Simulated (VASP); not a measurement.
Yb:

```
Yb
1.0
     3.54590    0.00000    0.00000
     0.00000    3.54590    0.00000
     0.00000    0.00000    3.54590
Yb
1
Cartesian
  0.0000 0.0000 0.0000
```

```yaml
Program: VASP 6.6.1
Task: relaxation of cell and atoms
Functional: PBEsol
Potentials_or_basis: VASP PAW PBE potentials, release 64 (Yb)
Cutoff: 600 eV
k_mesh: 9 × 9 × 9
Occupations: fermi-dirac, width 0.1 eV
Spin: no spin polarisation
```

At the start: pressure -2.6 GPa; volume 44.58 Å³/atom.

Task: Where does the relaxation end?

Result: Over 13 steps the energy falls by 96.3 meV/atom and the volume is 33.88 Å³/atom (-24.0 %); space group Pm-3m (No. 221, to 0.05 Å).

Step by step:
```tsv
step	energy change (eV)	largest force (eV/Å)	pressure (GPa)	volume (Å³)
1	0.0000	0.0000	-2.63	44.58
2	-0.0578	0.0000	-1.65	40.02
3	-0.0955	0.0000	-0.34	34.63
4	-0.0961	0.0000	1.91	33.51
5	-0.0958	0.0000	-0.14	34.45
6	-0.0961	0.0000	-0.75	34.27
7	-0.0963	0.0000	-0.06	33.89
8	-0.0963	0.0000	-0.17	33.89
9	-0.0963	0.0000	-0.16	33.88
10	-0.0963	0.0000	1.48	33.88
11	-0.0963	0.0000	-0.20	33.88
12	-0.0963	0.0000	1.09	33.88
13	-0.0963	0.0000	-0.04	33.88
```

Final structure:
```cif
data_structure
_symmetry_space_group_name_H-M 'P 1'
_symmetry_Int_Tables_number 1
_cell_length_a 3.2359
_cell_length_b 3.2359
_cell_length_c 3.2359
_cell_angle_alpha 90.000
_cell_angle_beta 90.000
_cell_angle_gamma 90.000
_cell_volume 33.88
loop_
_atom_site_label
_atom_site_type_symbol
_atom_site_fract_x
_atom_site_fract_y
_atom_site_fract_z
_atom_site_occupancy
Yb1 Yb 0.00000 0.00000 0.00000 1
```

Caveat: the volume moved by over 15 % at a fixed basis, so the end points are rough; the PAW data sets were made with another functional, which shifts forces and pressure a little.
